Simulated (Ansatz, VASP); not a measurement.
## Nb: VASP beside Ansatz

INCAR

```
SYSTEM = Nb
ALGO     = Normal         ! electronic algorithm
EDIFF    = 1E-8           ! SCF threshold, eV
ENCUT    = 520            ! plane-wave cutoff, eV
GGA      = PE             ! functional
ISIF     = 2              ! what is computed and relaxed
ISMEAR   = -1             ! smearing method
LASPH    = .True.         ! aspherical terms in the spheres
LCHARG   = .False.        ! write CHGCAR
LEFG     = .True.       
LREAL    = .False.        ! projectors in reciprocal space
LWAVE    = .False.        ! write WAVECAR
NBANDS   = 20             ! bands
NELM     = 80             ! most SCF steps
PREC     = Accurate       ! precision mode
SIGMA    = 0.08           ! smearing width, eV
```

The input KPOINTS:

```
k-points
0
Gamma
  11 11 11
  0 0 0
```

POSCAR

```
Nb
1.0
    0.0000000000      2.8964859725      2.8964859725
    2.8964859725      0.0000000000      2.8964859725
    2.8964859725      2.8964859725      0.0000000000
Nb
2
Direct
    0.0000000000      0.0000000000      0.0000000000
    0.2500000000      0.2500000000      0.2500000000
```

Input for Ansatz:

```yaml
crystal:
  lattice:
    - [0.0, 2.8964859725, 2.8964859725]
    - [2.8964859725, 0.0, 2.8964859725]
    - [2.8964859725, 2.8964859725, 0.0]
  atoms:
    - { symbol: Nb, position: [0.0, 0.0, 0.0] }
    - { symbol: Nb, position: [0.25, 0.25, 0.25] }
kpoints:
  mp_grid: { grid: [11, 11, 11] }
scf:
  occupations: { method: fermi_dirac, width: 0.08 }
hamiltonian:
  xc: pbe
  pseudopotentials: { kind: all_electron, datasets: crystal }
output:
  forces: true
  stress: true
  eigenvalues: true
  efg: { contact_densities: true }
```

Change from the starting cell: volume scaled by 0.9405, crystal datasets.

Alike in both runs: task electric field gradients; functional PBE; k mesh 11 × 11 × 11; occupations fermi-dirac, width 0.08 eV; no spin polarisation.

```csv
,VASP,Ansatz
version,VASP 6.6.1,Ansatz 0.2.0
potentials or method,"VASP PAW PBE potentials, release 64 (Nb_sv), cutoff 520 eV","all-electron PAW with datasets made for the crystal, scalar-relativistic"
```

```csv
,VASP,Ansatz,Ansatz less VASP
pressure (GPa),4.5,4.5,0.00
```

Ansatz ran all-electron here, and VASP with PAW potentials.
